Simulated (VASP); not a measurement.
The system is AlO2.

```xyz
3
Lattice="2.7282 0.0000 0.0000 0.0000 2.7282 0.0000 0.0000 0.0000 4.6868" Properties=species:S:1:pos:R:3 pbc="T T T"
Al    1.3641    1.3641    0.0000
O     0.0000    1.3641    0.0000
O     1.3641    0.0000    0.0000
```

```yaml
Program: VASP 6.6.1
Task: relaxation of cell and atoms
Functional: PBE
Potentials_or_basis: VASP PAW PBE potentials, release 64 (Al, O)
Cutoff: 600 eV
k_mesh: 6 × 6 × 4
Occupations: gaussian, width 0.1 eV
Spin: no spin polarisation
```

At the start: pressure 238.0 GPa; volume 11.63 Å³/atom.

Problem. Where does the relaxation end?

Solution. Over 17 steps the energy falls by 5286.5 meV/atom and the volume is 18.55 Å³/atom (+59.5 %); space group P4/mmm (No. 123, to 0.05 Å).

Step by step:
```
step  energy change (eV)  largest force (eV/Å)  pressure (GPa)  volume (Å³)
   1              0.0000                0.0000          238.04        34.88
   2             27.3962                0.0000          -49.61       176.46
   3            -11.9727                0.0000          -32.57        78.04
   4            -14.8180                0.0000          -20.70        66.64
   5            -15.8381                0.0000            3.40        55.79
   6            -15.8557                0.0000           -0.77        57.12
   7            -15.8551                0.0000            0.75        56.62
   8            -15.8555                0.0000            0.74        56.51
   9            -15.8565                0.0000            0.73        56.18
  10            -15.8569                0.0000            0.55        56.23
  11            -15.8576                0.0000            0.00        56.38
  12            -15.8577                0.0000           -0.17        56.43
  13            -15.8577                0.0000           -0.18        56.41
  14            -15.8578                0.0000           -0.17        56.36
  15            -15.8581                0.0000           -0.16        56.26
  16            -15.8586                0.0000           -0.16        56.05
  17            -15.8595                0.0000           -0.15        55.64
```

Final structure:
```cif
data_structure
_symmetry_space_group_name_H-M 'P 1'
_symmetry_Int_Tables_number 1
_cell_length_a 3.4864
_cell_length_b 3.4864
_cell_length_c 4.5778
_cell_angle_alpha 90.000
_cell_angle_beta 90.000
_cell_angle_gamma 90.000
_cell_volume 55.64
loop_
_atom_site_label
_atom_site_type_symbol
_atom_site_fract_x
_atom_site_fract_y
_atom_site_fract_z
_atom_site_occupancy
Al1 Al 0.50000 0.50000 0.00000 1
O1 O 0.00000 0.50000 0.00000 1
O2 O 0.50000 0.00000 0.00000 1
```

Caveat: the k points lie up to 0.34 Å⁻¹ apart in the final cell; the volume moved by over 15 % at a fixed basis, so the end points are rough; an odd number of electrons without spin polarisation forces a metal; a magnetic or distorted state may lie lower.
